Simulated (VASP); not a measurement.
# Zn4HO4 (a cell with a defect) in VASP: further runs

Runs on Zn4HO4 (a cell with a defect). Level: PBEsol. Tasks: single point.

All numbers are computed with VASP 6.6.1; they aren't measurements. Logs are shortened: lines on timing, memory, paths and dates and some standing lists are left out, and cuts for length are marked.

### Step 1. The cell of the first run

The cell holds a defect, 9 atoms: a = 5.515 Å, b = 5.515 Å, c = 3.243 Å, α = 90.00°, β = 90.00°, γ = 90.00°.

### Step 2. Single point, PBEsol

INCAR

```
SYSTEM = Zn4HO4
ALGO = Normal
EDIFF = 1E-6
ENCUT = 520
GGA = PS
ISIF = 2
ISMEAR = 0
LASPH = .True.
LCHARG = .False.
LREAL = .False.
LWAVE = .False.
NBANDS = 46
NELM = 80
PREC = Accurate
SIGMA = 0.05
```

KPOINTS

```
k-points
0
Gamma
  4 4 8
  0 0 0
```

POSCAR

```
Zn4HO4
1.0
    5.5148137916      0.0000000000      0.0000000000
    0.0000000000      5.5148137916      0.0000000000
    0.0000000000      0.0000000000      3.2430062931
Zn O H
4 4 1
Direct
    0.1820657240      0.1820657240      0.5000000000
    0.8179342760      0.8179342760      0.5000000000
    0.6820657240      0.3179342760      0.0000000000
    0.3179342760      0.6820657240      0.0000000000
    0.8180023132      0.1819976868      0.5000000000
    0.1819976868      0.8180023132      0.5000000000
    0.6819976868      0.6819976868      0.0000000000
    0.3180023132      0.3180023132      0.0000000000
    1.0000405349     -0.7180023132      0.5000000000
```

Potentials or basis: VASP PAW PBE potentials, release 64 (Zn, O, H).

The run is started by

```bash
> cat potpaw_PBE.64/Zn/POTCAR potpaw_PBE.64/O/POTCAR potpaw_PBE.64/H/POTCAR > POTCAR
> mpirun -np 1 vasp_std > vasp.out
```

OUTCAR:

```text
SYSTEM = Zn4HO4
   EDIFF = 1E-6
   ENCUT = 520
   GGA = PS
   ISIF = 2
   ISMEAR = 0
   LASPH = .True.
   LREAL = .False.
   NELM = 80
   PREC = Accurate

 ion  position               nearest neighbor table
   1  0.182  0.182  0.500-   9 1.15   8 1.94   8 1.94   6 2.01   5 2.01   2 2.84
   2  0.818  0.818  0.500-   7 1.94   7 1.94   5 2.01   6 2.01   1 2.84
   3  0.682  0.318  0.000-   5 1.94   5 1.94   8 2.01   7 2.01   4 2.84
   4  0.318  0.682  0.000-   6 1.94   6 1.94   8 2.01   7 2.01   3 2.84
   5  0.818  0.182  0.500-   9 1.15   3 1.94   3 1.94   2 2.01   1 2.01
   6  0.182  0.818  0.500-   4 1.94   4 1.94   1 2.01   2 2.01
   7  0.682  0.682  0.000-   2 1.94   2 1.94   4 2.01   3 2.01
   8  0.318  0.318  0.000-   1 1.94   1 1.94   4 2.01   3 2.01
   9  0.000  0.282  0.500-   1 1.15   5 1.15

  LATTYP: Found a simple tetragonal cell.
 ALAT       =     5.5148137916
 C/A-ratio  =     0.5880536344

  Lattice vectors:

 A1 = (   5.5148137916,   0.0000000000,   0.0000000000)
 A2 = (   0.0000000000,   5.5148137916,   0.0000000000)
 A3 = (   0.0000000000,   0.0000000000,   3.2430062931)

Analysis of symmetry for initial positions (statically):
=====================================================================
 Subroutine PRICEL returns:
 Original cell was already a primitive cell.

 Routine SETGRP: Setting up the symmetry group for a
 simple tetragonal supercell.

 Subroutine GETGRP returns: Found  2 space group operations
 (whereof  2 operations were pure point group operations)
 out of a pool of 16 trial point group operations.

The static configuration has the point symmetry C_1h.

Analysis of symmetry for dynamics (positions and initial velocities):
=====================================================================
 Subroutine PRICEL returns:
 Original cell was already a primitive cell.

 Routine SETGRP: Setting up the symmetry group for a
 simple tetragonal supercell.

 Subroutine GETGRP returns: Found  2 space group operations
 (whereof  2 operations were pure point group operations)
 out of a pool of 16 trial point group operations.

The dynamic configuration has the point symmetry C_1h.

 Subroutine INISYM returns: Found  2 space group operations
 (whereof  2 operations are pure point group operations),
 and found     1 'primitive' translations

----------------------------------------------------------------------------------------

                                     Primitive cell
[... 107 lines left out ...]
   EDIFFG = 0.1E-04   stopping-criterion for IOM
   NSW    =      0    number of steps for IOM
   IBRION =     -1    ionic relax: 0-MD 1-quasi-New 2-CG
   NFREE  =      0    steps in history (QN), initial steepest desc. (CG)
   ISIF   =      2    stress and relaxation
   ISYM   =      2    0-nonsym 1-usesym 2-fastsym
   POTIM  = 0.5000    time-step for ionic-motion
   TEBEG  =    0.0;   TEEND  =   0.0 temperature during run
   PSTRESS=    0.0 pullay stress
   NELECT =      73.0000    total number of electrons
   NUPDOWN=      -1.0000    fix difference up-down
   EMIN   =  10.00;   EMAX   =-10.00  energy-range for DOS
   EFERMI =   0.00;   METHOD = LEGACY
   ISMEAR =     0;   SIGMA  =   0.05  broadening in eV -4-tet -1-fermi 0-gaus
   EFERMI_NEDOS =   21; number of points for ismear=-14 and -15
   IALGO  =     38    algorithm
   IMIX   =      4    mixing-type and parameters
     AMIX     =   0.40;   BMIX     =  1.00
     AMIX_MAG =   1.60;   BMIX_MAG =  1.00
  volume/ion in A,a.u.               =      10.96        73.95
  Fermi-wavevector in a.u.,A,eV,Ry     =   1.480855  2.798411 29.836656  2.192932
  Thomas-Fermi vector in A             =   2.594838
   LORBIT       =      0    0 simple, 1 ext, 2 COOP (PROOUT), +10 PAW based schemes
   GGA     = PS    functional components
   LHFCALC =     F    Hartree Fock is set to
   AEXX    =    0.0000 exact exchange contribution
   IVDW    =     0    specifies the selected vdW correction
   LEPSILON=     F    determine dielectric tensor
   LRPA    =     F    only Hartree local field effects (RPA)
 non-spin polarized calculation
 Gauss-broadening in eV      SIGMA  =   0.05
  energy-cutoff  :      520.00
  volume of cell :       98.63
 maximum number of plane-waves:      2684
 NGX is ok and might be reduce to    42
   NGX = 21   NGY = 21   NGZ = 13

 number of electron      73.0000001 magnetization

 Free energy of the ion-electron system (eV)
  ---------------------------------------------------
  ext. energy  EPLUGINS =         0.00000000
  ---------------------------------------------------
  free energy    TOTEN  =       -36.74755685 eV

  energy without entropy =      -36.74700665  energy(sigma->0) =      -36.74728175

 E-fermi :   4.0060     XC(G=0): -11.1071

 val. band max:        3.9638271977   @ k =   0.5000   0.5000   0.0000
 cond. band min:       4.0227647652   @ k =   0.5000   0.0000   0.0000
 fundamental gap:      0.0589375675
 Fermi energy:         4.0059703401

 k-point     1 :       0.0000    0.0000    0.0000
  band No.  band energies     occupation
      1     -19.0468      2.00000
      2     -16.5770      2.00000
      3     -16.1019      2.00000
      4     -15.9462      2.00000
      5      -8.6631      2.00000
      6      -6.0582      2.00000
[... 1165 lines left out ...]
     45      10.4703      0.00000
     46      10.5200      0.00000

 [... further k-points ...]
[... 5 lines left out ...]
  --------------------------------------------------------------------------------------
  -------------------------------------------------------------------------------------
  Total       19.5834988      7.1641405      5.5939715     -6.8560783      0.0000000      0.0000000
  in kB      318.1202912    116.3764693     90.8701680   -111.3722149      0.0000000      0.0000000
  external PRESSURE =     175.1223095 kB  Pullay stress =       0.0000000 kB

 VOLUME and BASIS-vectors are now :
 -----------------------------------------------------------------------------
  energy-cutoff  :      520.00
  volume of cell :       98.63
      direct lattice vectors                 reciprocal lattice vectors
     5.514813792  0.000000000  0.000000000     0.181329785  0.000000000  0.000000000
     0.000000000  5.514813792  0.000000000     0.000000000  0.181329785  0.000000000
     0.000000000  0.000000000  3.243006293     0.000000000  0.000000000  0.308355862

 POSITION                                       TOTAL-FORCE (eV/Angst)
 -----------------------------------------------------------------------------------
      1.00406      1.00406      1.62150        13.593402     -7.022090      0.000000
      4.51076      4.51076      1.62150         0.104507     -0.895651      0.000000
      3.76147      1.75335      0.00000        -1.039285      0.788614      0.000000
      1.75335      3.76147      0.00000        -0.053241      0.004286      0.000000
      4.51113      1.00368      1.62150        -1.643373     -0.189481      0.000000
      1.00368      4.51113      1.62150        -0.022599      0.488845      0.000000
      3.76109      3.76109      0.00000         0.041674     -0.037088      0.000000
      1.75372      1.75372      0.00000         0.494400     -0.168246      0.000000
      0.00022      1.55516      1.62150       -11.475485      7.030811      0.000000
 -----------------------------------------------------------------------------------
    total drift:                               -0.000240     -0.000210     -0.000001

  FREE ENERGIE OF THE ION-ELECTRON SYSTEM (eV)
  ---------------------------------------------------
  free  energy   TOTEN  =       -36.7475568452 eV

  energy  without entropy=      -36.7470066473  energy(sigma->0) =      -36.74728175
```

stdout:

```text
POSCAR found type information on POSCAR ZnO H
 POSCAR found :  3 types and       9 ions
 scaLAPACK will be used
 -----------------------------------------------------------------------------
|                                                                             |
|                                                                             |
|     You enforced a specific xc type in the INCAR file but a different       |
|     I HOPE YOU KNOW WHAT YOU ARE DOING!                                     |
|                                                                             |
 -----------------------------------------------------------------------------

 LDA part: xc-table for (Slater+PW92), standard interpolation
 POSCAR, INCAR and KPOINTS ok, starting setup
 FFT: planning ... GRIDC
 FFT: planning ... GRID_SOFT
 FFT: planning ... GRID
 WAVECAR not read
 entering main loop
```

Wall time 3.7 min (1 thread of Intel Xeon Platinum 8259CL at 2.50GHz (Skylake/Cascade Lake), shared host); peak memory 0.3 GiB.

What came out:

```
Free energy            : -36.7476 eV
Pressure               : 17.5 GPa
Largest force          : 15.300 eV/Å
Band gap on the k mesh : zero (an odd number of electrons rules out a gap without spin polarisation)
```

Forces in eV/Å, atoms in the order of the input:
```
Zn   13.593  -7.022   0.000
Zn    0.105  -0.896   0.000
Zn   -1.039   0.789   0.000
Zn   -0.053   0.004   0.000
O    -1.643  -0.189   0.000
O    -0.023   0.489   0.000
O     0.042  -0.037   0.000
O     0.494  -0.168   0.000
H   -11.475   7.031   0.000
```

Caveat: the PAW data sets were made with another functional, which shifts forces and pressure a little; an odd number of electrons without spin polarisation forces a metal; a magnetic or distorted state may lie lower.

### Step 3. Single point, PBEsol

INCAR

```
SYSTEM = Zn4HO4
PREC = Accurate
ENCUT = 520
EDIFF = 1E-7
ISMEAR = 0
SIGMA = 0.05
LREAL = .False.
LASPH = .True.
NELM = 80
ALGO = Normal
ISIF = 2
LWAVE = .False.
LCHARG = .False.
GGA = PS
NBANDS = 46
```

KPOINTS

```
regular mesh
0
Gamma
  4 4 8
  0 0 0
```

Edit POSCAR of step 2 so:

```diff
@@ -16,2 +16,2 @@
     0.3180023132      0.3180023132      0.0000000000
-    1.0000405349     -0.7180023132      0.5000000000
+    1.0000405349     -0.3180023132      0.5000000000
```

Potentials or basis: VASP PAW PBE potentials, release 64 (Zn, O, H).

The run is started by

```bash
> cat potpaw_PBE.64/Zn/POTCAR potpaw_PBE.64/O/POTCAR potpaw_PBE.64/H/POTCAR > POTCAR
> mpirun -np 1 vasp_std > vasp.out
```

It took 4.4 min on 1 thread of Intel Xeon Platinum 8259CL at 2.50GHz (Skylake/Cascade Lake), shared host; peak memory 0.3 GiB.

The run converged. Its results:

| Item | Value |
| --- | --- |
| Free energy | -37.9577 eV |
| Pressure | 13.3 GPa |
| Largest force | 9.216 eV/Å |
| Band gap on the k mesh | zero (an odd number of electrons rules out a gap without spin polarisation) |

Forces in eV/Å, atoms in the order of the input:
```
Zn  -0.108  0.798  0.000
Zn  -7.635  5.161  0.000
Zn   0.066  0.050  0.000
Zn   0.986 -0.656  0.000
O   -0.035 -0.596  0.000
O    1.223  0.058  0.000
O   -0.627  0.180  0.000
O   -0.003  0.039  0.000
H    6.133 -5.034  0.000
```

Stress tensor (GPa, compression positive):
```
21.06 -8.20  0.00
-8.20 10.31  0.00
 0.00  0.00  8.39
```

Levels at points of the mesh, in eV from the Fermi level:
| k point | band 33 | band 34 | band 35 | band 36 | band 37 | band 38 | band 39 | band 40 |
| --- | --- | --- | --- | --- | --- | --- | --- | --- |
| (0.00, 0.00, 0.00) | -3.49 | -2.94 | -2.79 | -2.60 | -2.49 | 1.43 | 2.42 | 3.36 |
| (0.50, 0.00, 0.00) | -3.54 | -3.20 | -3.10 | -2.95 | -0.29 | 0.34 | 2.02 | 3.16 |
| (0.00, 0.50, 0.00) | -3.72 | -3.46 | -2.92 | -2.81 | -0.78 | 0.47 | 2.67 | 3.07 |
| (0.50, 0.50, 0.00) | -3.59 | -3.41 | -3.40 | -3.34 | -0.11 | 1.43 | 1.57 | 1.77 |
| (0.00, 0.00, 0.50) | -4.52 | -4.32 | -4.05 | -3.94 | 0.87 | 2.89 | 3.95 | 5.02 |
| (0.50, 0.00, 0.50) | -4.44 | -4.16 | -3.80 | -3.61 | 0.49 | 3.07 | 3.59 | 3.75 |
| (0.00, 0.50, 0.50) | -4.43 | -4.11 | -3.89 | -3.63 | 0.67 | 2.94 | 3.16 | 3.88 |
| (0.50, 0.50, 0.50) | -3.99 | -3.95 | -3.92 | -3.79 | -0.01 | 2.43 | 3.08 | 3.12 |

Caveat: the PAW data sets were made with another functional, which shifts forces and pressure a little; an odd number of electrons without spin polarisation forces a metal; a magnetic or distorted state may lie lower.

### Step 4. Single point, PBEsol

INCAR

```
ALGO     = Normal         # electronic algorithm
EDIFF    = 1E-6           # SCF threshold, eV
ENCUT    = 520            # plane-wave cutoff, eV
GGA      = PS             # functional
ISIF     = 2              # what is computed and relaxed
ISMEAR   = 0              # smearing method
LASPH    = T              # aspherical terms in the spheres
LCHARG   = F              # write CHGCAR
LREAL    = F              # projectors in reciprocal space
LWAVE    = F              # write WAVECAR
NBANDS   = 46             # bands
NELM     = 100            # most SCF steps
PREC     = Accurate       # precision mode
SIGMA    = 0.05           # smearing width, eV
```

KPOINTS

```
k-points
0
Gamma
  4 4 8
```

Edit POSCAR of step 3 so:

```diff
@@ -16,2 +16,2 @@
     0.3180023132      0.3180023132      0.0000000000
-    1.0000405349     -0.3180023132      0.5000000000
+    1.0000405349     -0.4180023132      0.0000000000
```

The run is started by

```bash
> cat potpaw_PBE.64/Zn/POTCAR potpaw_PBE.64/O/POTCAR potpaw_PBE.64/H/POTCAR > POTCAR
> mpirun -np 1 vasp_std > vasp.out
```

It took 3.8 min on 1 thread of Intel Xeon Platinum 8259CL at 2.50GHz (Skylake/Cascade Lake), shared host; peak memory 0.31 GiB.

Results (log left out):

| Quantity | Value |
| --- | --- |
| Free energy | -39.5301 eV |
| Pressure | 3.9 GPa |
| Largest force | 0.780 eV/Å |
| Band gap on the k mesh | zero (an odd number of electrons rules out a gap without spin polarisation) |

Forces on the atoms (eV/Å):
```
Zn  -0.101  0.041  0.000
Zn   0.242  0.270  0.000
Zn   0.193 -0.229  0.000
Zn  -0.528 -0.303  0.000
O   -0.107 -0.257  0.000
O    0.428  0.641  0.000
O   -0.734  0.263  0.000
O    0.543 -0.265  0.000
H    0.064 -0.161  0.000
```

Stress tensor (GPa, compression positive):
```
 1.96 -0.66  0.00
-0.66  4.35  0.00
 0.00  0.00  5.32
```

Levels at points of the mesh, in eV from the Fermi level:
| k point | band 34 | band 35 | band 36 | band 37 | band 38 | band 39 | band 40 | band 41 |
| --- | --- | --- | --- | --- | --- | --- | --- | --- |
| (0.00, 0.00, 0.00) | -1.54 | -1.48 | -1.40 | -1.26 | 2.24 | 3.87 | 4.14 | 5.53 |
| (0.50, 0.00, 0.00) | -1.79 | -1.72 | -1.68 | -0.29 | 1.81 | 3.37 | 4.58 | 5.29 |
| (0.00, 0.50, 0.00) | -1.83 | -1.73 | -1.59 | 0.04 | 1.82 | 3.33 | 4.64 | 6.08 |
| (0.50, 0.50, 0.00) | -2.13 | -2.09 | -2.04 | -0.26 | 2.81 | 2.91 | 3.28 | 5.95 |
| (0.00, 0.00, 0.50) | -3.04 | -2.69 | -2.57 | 0.79 | 4.34 | 5.30 | 6.44 | 6.52 |
| (0.50, 0.00, 0.50) | -2.84 | -2.43 | -2.28 | -0.13 | 4.32 | 4.50 | 5.36 | 6.12 |
| (0.00, 0.50, 0.50) | -2.79 | -2.41 | -2.29 | 0.71 | 4.58 | 5.00 | 5.31 | 6.29 |
| (0.50, 0.50, 0.50) | -2.63 | -2.62 | -2.52 | -0.38 | 3.82 | 4.50 | 4.59 | 5.67 |

Caveat: the PAW data sets were made with another functional, which shifts forces and pressure a little; an odd number of electrons without spin polarisation forces a metal; a magnetic or distorted state may lie lower.

### Step 5. Single point, PBEsol

INCAR

```
SYSTEM = Zn4HO4
PREC = Accurate ; ENCUT = 520
EDIFF = 1E-7 ; ISMEAR = 0
SIGMA = 0.05 ; LREAL = .FALSE.
LASPH = .TRUE. ; NELM = 100
ALGO = Normal ; ISIF = 2
LWAVE = .FALSE. ; LCHARG = .FALSE.
GGA = PS ; NBANDS = 46
```

KPOINTS

```
Automatic mesh
0
G
  4 4 8
  0 0 0
```

Edit POSCAR of step 4 so:

```diff
@@ -16,2 +16,2 @@
     0.3180023132      0.3180023132      0.0000000000
-    1.0000405349     -0.4180023132      0.0000000000
+    1.0000405349      0.0819976868      0.0000000000
```

The run is started by

```bash
> cat potpaw_PBE.64/Zn/POTCAR potpaw_PBE.64/O/POTCAR potpaw_PBE.64/H/POTCAR > POTCAR
> mpirun -np 1 vasp_std > vasp.out
```

It took 3.9 min on 1 thread of Intel Xeon Platinum 8259CL at 2.50GHz (Skylake/Cascade Lake), shared host; peak memory 0.31 GiB.

It converged, with:

| Property | Result |
| --- | --- |
| Free energy | -39.3986 eV |
| Pressure | 4.7 GPa |
| Largest force | 0.498 eV/Å |
| Band gap on the k mesh | zero (an odd number of electrons rules out a gap without spin polarisation) |

Forces in eV/Å, atoms in the order of the input:
```
Zn   0.119 -0.117  0.000
Zn   0.075 -0.125  0.000
Zn  -0.064  0.167  0.000
Zn  -0.050  0.155  0.000
O   -0.470  0.163  0.000
O    0.247 -0.408  0.000
O   -0.080 -0.151  0.000
O    0.410  0.230  0.000
H   -0.186  0.084  0.000
```

Stress tensor (GPa, compression positive):
```
 4.21 -0.11  0.00
-0.11  3.80  0.00
 0.00  0.00  6.09
```

Levels at points of the mesh, in eV from the Fermi level:
```
           k point  band 32  band 33  band 34  band 35  band 36  band 37  band 38  band 39  band 40  band 41
(0.00, 0.00, 0.00)    -2.27    -2.06    -1.86    -1.55    -1.52    -1.36     1.81     3.69     3.89     5.86
(0.50, 0.00, 0.00)    -3.00    -1.89    -1.87    -1.83    -1.77    -0.68     1.70     3.19     4.48     5.78
(0.00, 0.50, 0.00)    -2.86    -2.03    -1.99    -1.75    -1.66    -0.77     1.74     3.32     4.45     5.69
(0.50, 0.50, 0.00)    -2.61    -2.21    -2.18    -2.16    -2.15    -0.73     2.82     3.11     3.21     6.07
(0.00, 0.00, 0.50)    -3.28    -3.19    -3.19    -2.73    -2.71     0.49     4.32     4.56     6.48     6.64
(0.50, 0.00, 0.50)    -3.30    -3.00    -2.96    -2.43    -2.43     0.36     4.36     4.42     5.29     5.64
(0.00, 0.50, 0.50)    -3.33    -2.95    -2.94    -2.45    -2.44     0.54     4.38     4.38     5.30     5.60
(0.50, 0.50, 0.50)    -2.88    -2.81    -2.80    -2.65    -2.64    -0.15     3.93     4.00     4.35     6.25
```

Caveat: the PAW data sets were made with another functional, which shifts forces and pressure a little; an odd number of electrons without spin polarisation forces a metal; a magnetic or distorted state may lie lower.

### Step 6. Overview

```tsv
cell	gap on the mesh (eV)	pressure (GPa)	largest force (eV/Å)
as given, atomic positions A	none	17.5	15.30
as given, atomic positions B	none	13.3	9.22
as given, atomic positions C	none	3.9	0.78
as given, atomic positions D	none	4.7	0.50
```

Alike in all rows: task single point; level PBEsol; potentials or basis VASP PAW PBE potentials, release 64 (Zn, O, H); no spin polarisation; k mesh 4 × 4 × 8; cutoff (eV) 520; smearing gaussian 0.05 eV.

Caveats: the PAW data sets were made with another functional, which shifts forces and pressure a little; an odd number of electrons without spin polarisation forces a metal; a magnetic or distorted state may lie lower.

Total energies depend on the potentials used, so only differences within one code and one set of settings carry meaning.
